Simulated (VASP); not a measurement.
# Cd (P6_3/mmc) in VASP: settings compared

The runs below take Cd through electric field gradients, with PBE, LDA.

Everything below comes from runs of VASP 6.6.1. Logs are shortened: lines on timing, memory, paths and dates and some standing lists are left out, and cuts for length are marked.

## (1) The cell of the first run

It takes space group P6_3/mmc (No. 194, hexagonal). The conventional cell has a = 2.979 Å, b = 2.979 Å, c = 5.449 Å, α = 90.00°, β = 90.00°, γ = 120.00°. Within 3.9 Å of Cd (site symmetry -6m2) lie 12 Cd at 2.98 to 3.22 Å.

## (2) Electric field gradients, PBE (zz strain of -3 %)

File INCAR:

```
  PREC = Accurate
  ENCUT = 520
  EDIFF = 1E-8
  ISMEAR = -1
  SIGMA = 0.05
  LREAL = F
  LASPH = T
  NELM = 60
  ALGO = Normal
  ISIF = 2
  LWAVE = F
  LCHARG = F
  GGA = PE
  LEFG = T
  NBANDS = 19
```

File KPOINTS:

```
Automatic mesh
0
Gamma
  14 14 7
```

File POSCAR:

```
Cd
1.0
    2.9788725081      0.0000000000      0.0000000000
   -1.4894362540      2.5797792666      0.0000000000
    0.0000000000      0.0000000000      5.4491205000
Cd
2
Direct
    0.3333333333      0.6666666667      0.2500000000
    0.6666666667      0.3333333333      0.7500000000
```

Potentials or basis: VASP PAW PBE potentials, release 64 (Cd).

Launch:

```sh
> cat potpaw_PBE.64/Cd/POTCAR > POTCAR
> mpirun -np 1 vasp_std > vasp.out
```

OUTCAR:

```text
PREC = Accurate
   ENCUT = 520
   EDIFF = 1E-8
   ISMEAR = -1
   LREAL = F
   LASPH = T
   NELM = 60
   ISIF = 2
   GGA = PE

 ion  position               nearest neighbor table
   1  0.333  0.667  0.250-   2 3.22   2 3.22   2 3.22   2 3.22   2 3.22   2 3.22
   2  0.667  0.333  0.750-   1 3.22   1 3.22   1 3.22   1 3.22   1 3.22   1 3.22

  LATTYP: Found a hexagonal cell.
 ALAT       =     2.9788725081
 C/A-ratio  =     1.8292560307

  Lattice vectors:

 A1 = (   2.9788725081,   0.0000000000,   0.0000000000)
 A2 = (  -1.4894362540,   2.5797792666,   0.0000000000)
 A3 = (   0.0000000000,   0.0000000000,   5.4491205000)

Analysis of symmetry for initial positions (statically):
=====================================================================
 Subroutine PRICEL returns:
 Original cell was already a primitive cell.

 Routine SETGRP: Setting up the symmetry group for a
 hexagonal supercell.

 Subroutine GETGRP returns: Found 24 space group operations
 (whereof 12 operations were pure point group operations)
 out of a pool of 24 trial point group operations.

The static configuration has the point symmetry D_3d.
 The point group associated with its full space group is D_6h.

Analysis of symmetry for dynamics (positions and initial velocities):
=====================================================================
 Subroutine PRICEL returns:
 Original cell was already a primitive cell.

 Routine SETGRP: Setting up the symmetry group for a
 hexagonal supercell.

 Subroutine GETGRP returns: Found 24 space group operations
 (whereof 12 operations were pure point group operations)
 out of a pool of 24 trial point group operations.

The dynamic configuration has the point symmetry D_3d.
 The point group associated with its full space group is D_6h.

 Subroutine INISYM returns: Found 24 space group operations
 (whereof 12 operations are pure point group operations),
 and found     1 'primitive' translations

----------------------------------------------------------------------------------------

                                     Primitive cell

  volume of cell :      41.8756

  direct lattice vectors                    reciprocal lattice vectors
     2.978872508  0.000000000  0.000000000     0.335697482  0.193815032  0.000000000
    -1.489436254  2.579779267  0.000000000     0.000000000  0.387630063  0.000000000
     0.000000000  0.000000000  5.449120500     0.000000000  0.000000000  0.183515854

  length of vectors
     2.978872508  2.978872508  5.449120500     0.387630063  0.387630063  0.183515854

  position of ions in fractional coordinates (direct lattice)
     0.333333333  0.666666667  0.250000000
     0.666666667  0.333333333  0.750000000

  ion indices of the primitive-cell ions
   primitive index   ion index
                 1           1
                 2           2

----------------------------------------------------------------------------------------

 KPOINTS: Automatic mesh

Automatic generation of k-mesh.
 Grid dimensions read from file:
 generate k-points for:   14   14    7

 Generating k-lattice:

  Cartesian coordinates                     Fractional coordinates (reciprocal lattice)
     0.023978392  0.013843931  0.000000000     0.071428571  0.000000000  0.000000000
     0.000000000  0.027687862  0.000000000     0.000000000  0.071428571  0.000000000
     0.000000000  0.000000000  0.026216551     0.000000000  0.000000000  0.142857143

  Length of vectors
     0.027687862  0.027687862  0.026216551

  Shift w.r.t. Gamma in fractional coordinates (k-lattice)
     0.000000000  0.000000000  0.000000000

 Subroutine IBZKPT returns following result:
 ===========================================

 Found     96 irreducible k-points:

 Following reciprocal coordinates:
            Coordinates               Weight
  0.000000  0.000000  0.000000      1.000000
  0.071429  0.000000  0.000000      6.000000
  0.142857  0.000000  0.000000      6.000000
  0.214286  0.000000  0.000000      6.000000
  0.285714  0.000000  0.000000      6.000000
  0.357143 -0.000000  0.000000      6.000000
[... 16 lines left out ...]
  0.285714  0.285714  0.000000      6.000000
  0.357143  0.285714  0.000000      6.000000
 [... further k-points ...]
   k-points           NKPTS =     96   k-points in BZ     NKDIM =     96   number of bands    NBANDS=     19
   number of dos      NEDOS =    301   number of ions     NIONS =      2
   total plane-waves  NPLWV =  24192
   dimension x,y,z NGX =    24 NGY =   24 NGZ =   42
   dimension x,y,z NGXF=    48 NGYF=   48 NGZF=   84
   ions per type =               2
   NGX,Y,Z   is equivalent  to a cutoff of  13.39, 13.39, 12.81 a.u.
   NGXF,Y,Z  is equivalent  to a cutoff of  26.79, 26.79, 25.63 a.u.
 SYSTEM =  unknown system
   PREC   = accura    normal or accurate (medium, high low for compatibility)
   ISTART =      0    job   : 0-new  1-cont  2-samecut
   ICHARG =      2    charge: 1-file 2-atom 10-const
   ISPIN  =      1    spin polarized calculation?
   LNONCOLLINEAR =      F non collinear calculations
   LSORBIT =      F    spin-orbit coupling
   LASPH  =      T    aspherical Exc in radial PAW
   ENCUT  =  520.0 eV  38.22 Ry    6.18 a.u.   5.54  5.54 10.13*2*pi/ulx,y,z
   NELM   =     60;   NELMIN=  2; NELMDL= -5     # of ELM steps
   EDIFF  = 0.1E-07   stopping-criterion for ELM
   LREAL  =      F    real-space projection
   EDIFFG = 0.1E-06   stopping-criterion for IOM
   NSW    =      0    number of steps for IOM
   IBRION =     -1    ionic relax: 0-MD 1-quasi-New 2-CG
   NFREE  =      0    steps in history (QN), initial steepest desc. (CG)
   ISIF   =      2    stress and relaxation
   ISYM   =      2    0-nonsym 1-usesym 2-fastsym
   POTIM  = 0.5000    time-step for ionic-motion
   TEBEG  =    0.0;   TEEND  =   0.0 temperature during run
   PSTRESS=    0.0 pullay stress
   NELECT =      24.0000    total number of electrons
   NUPDOWN=      -1.0000    fix difference up-down
   EMIN   =  10.00;   EMAX   =-10.00  energy-range for DOS
   EFERMI =   0.00;   METHOD = LEGACY
   ISMEAR =    -1;   SIGMA  =   0.05  broadening in eV -4-tet -1-fermi 0-gaus
   EFERMI_NEDOS =   21; number of points for ismear=-14 and -15
   IALGO  =     38    algorithm
   IMIX   =      4    mixing-type and parameters
     AMIX     =   0.40;   BMIX     =  1.00
     AMIX_MAG =   1.60;   BMIX_MAG =  1.00
  volume/ion in A,a.u.               =      20.94       141.30
  Fermi-wavevector in a.u.,A,eV,Ry     =   1.359852  2.569748 25.159856  1.849197
  Thomas-Fermi vector in A             =   2.486564
   LORBIT       =      0    0 simple, 1 ext, 2 COOP (PROOUT), +10 PAW based schemes
   GGA     = PE    functional components
   LHFCALC =     F    Hartree Fock is set to
   AEXX    =    0.0000 exact exchange contribution
   IVDW    =     0    specifies the selected vdW correction
   LEPSILON=     F    determine dielectric tensor
   LRPA    =     F    only Hartree local field effects (RPA)
 non-spin polarized calculation
  energy-cutoff  :      520.00
  volume of cell :       41.88
 maximum number of plane-waves:      1154
 NGX is ok and might be reduce to    24
   NGX = 11   NGY = 11   NGZ = 21

 number of electron      23.9999993 magnetization

 Free energy of the ion-electron system (eV)
  ---------------------------------------------------
  ext. energy  EPLUGINS =         0.00000000
  ---------------------------------------------------
  free energy    TOTEN  =        -1.43546634 eV

  energy without entropy =       -1.43082601  energy(sigma->0) =       -1.43314617

 E-fermi :   3.2518     XC(G=0): -11.2028

 val. band max:        3.1975611199   @ k =   0.3571   0.1429   0.1429
 cond. band min:       3.2721688609   @ k =   0.2857   0.1429   0.0000
 fundamental gap:      0.0746077410
 Fermi energy:         3.2518151680

 k-point     1 :       0.0000    0.0000    0.0000
  band No.  band energies     occupation
      1      -6.7805      2.00000
      2      -6.4464      2.00000
      3      -6.1199      2.00000
      4      -6.1199      2.00000
      5      -6.0562      2.00000
      6      -6.0562      2.00000
[... 11 lines left out ...]
     18      18.8954      0.00000
     19      19.1485      0.00000

 k-point     2 :       0.0714    0.0000    0.0000
  band No.  band energies     occupation
      1      -6.7286      2.00000
      2      -6.3990      2.00000
      3      -6.1382      2.00000
      4      -6.0757      2.00000
      5      -6.0725      2.00000
      6      -6.0108      2.00000
[... 11 lines left out ...]
     18      19.0670      0.00000
     19      19.3414      0.00000

 k-point     3 :       0.1429    0.0000    0.0000
  band No.  band energies     occupation
      1      -6.6161      2.00000
      2      -6.3278      2.00000
      3      -6.1929      2.00000
      4      -6.0783      2.00000
      5      -5.9373      2.00000
      6      -5.8818      2.00000
[... 11 lines left out ...]
     18      17.9921      0.00000
     19      18.0838      0.00000

 k-point     4 :       0.2143    0.0000    0.0000
  band No.  band energies     occupation
      1      -6.6001      2.00000
      2      -6.3181      2.00000
      3      -6.2048      2.00000
      4      -5.9980      2.00000
      5      -5.9594      2.00000
      6      -5.7556      2.00000
[... 11 lines left out ...]
     18      16.5341      0.00000
     19      16.6004      0.00000

 k-point     5 :       0.2857    0.0000    0.0000
  band No.  band energies     occupation
      1      -6.6989      2.00000
      2      -6.4502      2.00000
      3      -6.2289      2.00000
      4      -6.0432      2.00000
      5      -5.8313      2.00000
      6      -5.8213      2.00000
[... 11 lines left out ...]
     18      16.2075      0.00000
     19      17.5330      0.00000
[... 334 lines left out ...]
      2      -6.4526      2.00000
      3      -6.3000      2.00000
      4      -6.0956      2.00000
      5      -5.9074      2.00000
      6      -5.8947      2.00000
[... 11 lines left out ...]
     18      11.7411      0.00000
     19      12.8355      0.00000

 k-point    22 :       0.3571    0.2143    0.0000
  band No.  band energies     occupation
      1      -6.5011      2.00000
      2      -6.4970      2.00000
      3      -6.2737      2.00000
      4      -6.0636      2.00000
      5      -5.9870      2.00000
      6      -5.8215      2.00000
[... 11 lines left out ...]
     18      11.4365      0.00000
     19      12.5988      0.00000

 k-point    23 :       0.2857    0.2857    0.0000
  band No.  band energies     occupation
      1      -6.4755      2.00000
      2      -6.2854      2.00000
      3      -6.2384      2.00000
      4      -6.0972      2.00000
      5      -5.9722      2.00000
      6      -5.8238      2.00000
[... 11 lines left out ...]
     18      10.0848      0.00000
     19      11.6291      0.00000

 k-point    24 :       0.3571    0.2857    0.0000
  band No.  band energies     occupation
      1      -6.4821      2.00000
      2      -6.2536      2.00000
      3      -6.1289      2.00000
      4      -6.0657      2.00000
      5      -6.0324      2.00000
      6      -5.9195      2.00000
[... 11 lines left out ...]
     18       9.4382      0.00000
     19      11.3122      0.00000

 [... further k-points ...]
[... 5 lines left out ...]
  --------------------------------------------------------------------------------------
  -------------------------------------------------------------------------------------
  Total        1.3891551      1.3891551      1.0291287      0.0000000      0.0000000      0.0000000
  in kB       53.1496553     53.1496553     39.3748949      0.0000000      0.0000000      0.0000000
  external PRESSURE =      48.5580685 kB  Pullay stress =       0.0000000 kB

 VOLUME and BASIS-vectors are now :
 -----------------------------------------------------------------------------
  energy-cutoff  :      520.00
  volume of cell :       41.88
      direct lattice vectors                 reciprocal lattice vectors
     2.978872508  0.000000000  0.000000000     0.335697482  0.193815032  0.000000000
    -1.489436254  2.579779267  0.000000000     0.000000000  0.387630063  0.000000000
     0.000000000  0.000000000  5.449120500     0.000000000  0.000000000  0.183515854

 POSITION                                       TOTAL-FORCE (eV/Angst)
 -----------------------------------------------------------------------------------
     -0.00000      1.71985      1.36228        -0.000000     -0.000000     -0.000000
      1.48944      0.85993      4.08684         0.000000      0.000000      0.000000
 -----------------------------------------------------------------------------------
    total drift:                               -0.000000      0.000000      0.000000

  FREE ENERGIE OF THE ION-ELECTRON SYSTEM (eV)
  ---------------------------------------------------
  free  energy   TOTEN  =        -1.4354663396 eV

  energy  without entropy=       -1.4308260060  energy(sigma->0) =       -1.43314617

 Electric field gradients (V/A^2)
---------------------------------------------------------------------
 ion       V_xx      V_yy      V_zz      V_xy      V_xz      V_yz
---------------------------------------------------------------------
   1     -33.950   -33.949    67.899     0.001     0.000    -0.000
   2     -33.950   -33.949    67.899     0.001    -0.000     0.000
---------------------------------------------------------------------

 Electric field gradients after diagonalization (V/A^2)
 (convention: |V_zz| > |V_xx| > |V_yy|)
----------------------------------------------------------------------
 ion       V_xx      V_yy      V_zz     asymmetry (V_yy - V_xx)/ V_zz
----------------------------------------------------------------------
   1     -33.951   -33.948    67.899       0.000
   2     -33.951   -33.948    67.899       0.000
----------------------------------------------------------------------

           NMR quadrupolar parameters

 Cq : quadrupolar parameter    Cq=e*Q*V_zz/h
 eta: asymmetry parameters     (V_yy - V_xx)/ V_zz
 Q  : nuclear electric quadrupole moment in mb (millibarn)
----------------------------------------------------------------------
 ion       Cq(MHz)       eta       Q (mb)
----------------------------------------------------------------------
   1       0.164       0.000       1.000
   2       0.164       0.000       1.000
----------------------------------------------------------------------
```

Wall time 34 s (1 thread of AMD EPYC 9R45 (Zen 5), shared host); peak memory 0.17 GiB.

Results:

* Free energy: -1.4355 eV
* Pressure: 4.9 GPa
* Band gap on the k mesh: zero (bands 12 and 13 overlap by 3.84 eV)
* Largest electric field gradient by atom: Cd +67.9 V/Å²

Electric field gradients, principal values (V/Å²):
| atom | least | middle | greatest (by size) |
| --- | --- | --- | --- |
| 1 Cd | -33.948 | -33.951 | 67.899 |
| 2 Cd | -33.948 | -33.951 | 67.899 |

Caveat: the cell differs from its parent crystal (zz strain of -3 %); the cell stands under pressure; without QUAD_EFG the Cq values of the log hold for a quadrupole moment of 1 mb, not for the nuclei.

## (3) Electric field gradients, PBE (zz strain of -2 %)

File INCAR:

```
PREC     = Accurate       # precision mode
ENCUT    = 520            # plane-wave cutoff, eV
EDIFF    = 1E-8           # SCF threshold, eV
ISMEAR   = -1             # smearing method
SIGMA    = 0.05           # smearing width, eV
LREAL    = F              # projectors in reciprocal space
LASPH    = T              # aspherical terms in the spheres
NELM     = 80             # most SCF steps
ALGO     = Normal         # electronic algorithm
ISIF     = 2              # what is computed and relaxed
LWAVE    = F              # write WAVECAR
LCHARG   = F              # write CHGCAR
GGA      = PE             # functional
LEFG     = T            
NBANDS   = 19             # bands
```

KPOINTS is that of step 2.

Edit POSCAR of step 2 so:

```diff
@@ -4,3 +4,3 @@
    -1.4894362540      2.5797792666      0.0000000000
-    0.0000000000      0.0000000000      5.4491205000
+    0.0000000000      0.0000000000      5.5052970000
 Cd
```

Potentials or basis: VASP PAW PBE potentials, release 64 (Cd).

Launch:

```sh
> cat potpaw_PBE.64/Cd/POTCAR > POTCAR
> mpirun -np 1 vasp_std > vasp.out
```

OUTCAR:

```text
PREC = Accurate
   ENCUT = 520
   EDIFF = 1E-8
   ISMEAR = -1
   LREAL = F
   LASPH = T
   NELM = 80
   ISIF = 2
   GGA = PE

 ion  position               nearest neighbor table
   1  0.333  0.667  0.250-   2 3.25   2 3.25   2 3.25   2 3.25   2 3.25   2 3.25
   2  0.667  0.333  0.750-   1 3.25   1 3.25   1 3.25   1 3.25   1 3.25   1 3.25

  LATTYP: Found a hexagonal cell.
 ALAT       =     2.9788725081
 C/A-ratio  =     1.8481143403

  Lattice vectors:

 A1 = (   2.9788725081,   0.0000000000,   0.0000000000)
 A2 = (  -1.4894362540,   2.5797792666,   0.0000000000)
 A3 = (   0.0000000000,   0.0000000000,   5.5052970000)

Analysis of symmetry for initial positions (statically):
=====================================================================
 Subroutine PRICEL returns:
 Original cell was already a primitive cell.

 Routine SETGRP: Setting up the symmetry group for a
[... 719 lines left out ...]
  energy-cutoff  :      520.00
  volume of cell :       42.31
      direct lattice vectors                 reciprocal lattice vectors
     2.978872508  0.000000000  0.000000000     0.335697482  0.193815032  0.000000000
    -1.489436254  2.579779267  0.000000000     0.000000000  0.387630063  0.000000000
     0.000000000  0.000000000  5.505297000     0.000000000  0.000000000  0.181643243

 POSITION                                       TOTAL-FORCE (eV/Angst)
 -----------------------------------------------------------------------------------
     -0.00000      1.71985      1.37632        -0.000000      0.000000      0.000000
      1.48944      0.85993      4.12897         0.000000     -0.000000     -0.000000
 -----------------------------------------------------------------------------------
    total drift:                               -0.000000      0.000000      0.000000

  FREE ENERGIE OF THE ION-ELECTRON SYSTEM (eV)
  ---------------------------------------------------
  free  energy   TOTEN  =        -1.4453229219 eV

  energy  without entropy=       -1.4401096599  energy(sigma->0) =       -1.44271629

 Electric field gradients (V/A^2)
---------------------------------------------------------------------
 ion       V_xx      V_yy      V_zz      V_xy      V_xz      V_yz
---------------------------------------------------------------------
   1     -36.280   -36.278    72.558     0.001     0.000    -0.000
   2     -36.280   -36.278    72.558     0.001    -0.000     0.000
---------------------------------------------------------------------

 Electric field gradients after diagonalization (V/A^2)
 (convention: |V_zz| > |V_xx| > |V_yy|)
----------------------------------------------------------------------
 ion       V_xx      V_yy      V_zz     asymmetry (V_yy - V_xx)/ V_zz
----------------------------------------------------------------------
   1     -36.280   -36.278    72.558       0.000
   2     -36.280   -36.278    72.558       0.000
----------------------------------------------------------------------

           NMR quadrupolar parameters

 Cq : quadrupolar parameter    Cq=e*Q*V_zz/h
 eta: asymmetry parameters     (V_yy - V_xx)/ V_zz
 Q  : nuclear electric quadrupole moment in mb (millibarn)
----------------------------------------------------------------------
 ion       Cq(MHz)       eta       Q (mb)
----------------------------------------------------------------------
   1       0.175       0.000       1.000
   2       0.175       0.000       1.000
----------------------------------------------------------------------
```

It took 34 s on 1 thread of AMD EPYC 9R45 (Zen 5), shared host; peak memory 0.17 GiB.

Results:

```yaml
Free_energy: -1.4453 eV
Pressure: 4.3 GPa
Band_gap_on_the_k_mesh: zero (bands 12 and 13 overlap by 4.02 eV)
Largest_electric_field_gradient_by_atom: Cd +72.6 V/Å²
```

Stress tensor (GPa, compression positive):
```
4.79 0.00 0.00
0.00 4.79 0.00
0.00 0.00 3.38
```

Electric field gradients, principal values (V/Å²):
```csv
atom,least,middle,greatest (by size)
1 Cd,-36.278,-36.280,72.558
2 Cd,-36.278,-36.280,72.558
```

Caveat: the cell differs from its parent crystal (zz strain of -2 %); the cell stands under pressure; without QUAD_EFG the Cq values of the log hold for a quadrupole moment of 1 mb, not for the nuclei.

(Continued in part 2 of 3.)
